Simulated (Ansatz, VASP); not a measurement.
# One calculation of Ti, two programs

File POSCAR:

```
Ti
1.0
    2.9057478925      0.0000000000      0.0000000000
   -1.4528739462      2.5164514919      0.0000000000
    0.0000000000      0.0000000000      4.5454200000
Ti
2
Direct
    0.3333333333      0.6666666667      0.2500000000
    0.6666666667      0.3333333333      0.7500000000
```

Contents of INCAR.step1:

```
SYSTEM = Ti
PREC = Accurate
ENCUT = 520
ISMEAR = 0
SIGMA = 0.15
LREAL = .FALSE.
LASPH = .TRUE.
NELM = 80
NBANDS = 19
GGA = PE
ALGO = Normal
EDIFF = 1E-4
LWAVE = .TRUE.
LCHARG = .FALSE.
```

INCAR.step2

```
SYSTEM = Ti
PREC = Accurate
ENCUT = 520
EDIFF = 1E-6
ISMEAR = 0
SIGMA = 0.15
LREAL = .FALSE.
LASPH = .TRUE.
NELM = 80
ALGO = Normal
ISIF = 2
LWAVE = .FALSE.
LCHARG = .FALSE.
METAGGA = R2SCAN
LMIXTAU = .TRUE.
NBANDS = 19
ISTART = 1
```

File KPOINTS:

```
regular mesh
0
G
  18 18 10
  0 0 0
```

Input for Ansatz:

```yaml
crystal:
  lattice:
    - [2.9057478925, 0.0, 0.0]
    - [-1.4528739462, 2.5164514919, 0.0]
    - [0.0, 0.0, 4.54542]
  atoms:
    - { symbol: Ti, position: [0.3333333333, 0.6666666667, 0.25] }
    - { symbol: Ti, position: [0.6666666667, 0.3333333333, 0.75] }
basis:
  ecutwfc: 500
kpoints:
  mp_grid: { grid: [18, 18, 10] }
hamiltonian:
  xc: r2scan
scf:
  occupations: { method: gaussian, width: 0.15 }
output:
  forces: true
  stress: true
  eigenvalues: true
```

Change from the starting cell: strain -0.015 along x and y, -0.030 along z, atoms carried along.

Alike in both runs: task single point; functional r2SCAN; k mesh 18 × 18 × 10; occupations gaussian, width 0.15 eV; no spin polarisation.

|  | VASP | Ansatz |
| --- | --- | --- |
| version | VASP 6.6.1 | Ansatz 0.2.0 |
| potentials or method | VASP PAW PBE potentials, release 64 (Ti_sv), cutoff 520 eV | scalar-relativistic, plane waves, PAW |
| valence electrons in the cell | 24 | 24 |

VASP gave:

* gap on the k mesh at the Fermi level (eV): none
* pressure (GPa): 5.5
* traceless stress, the component that is largest in VASP (GPa): 0.83

Task: What did Ansatz give for the same quantities?

Result: gap on the k mesh at the Fermi level (eV): none; pressure (GPa): 5.1; traceless stress, the component that is largest in VASP (GPa): 0.82.

VASP's potentials were made for PBE, not for r2SCAN. A gap of «none» marks a metal or a gap that the smearing closes. The functional is the same, so the differences come from potentials, cutoffs and numerics.
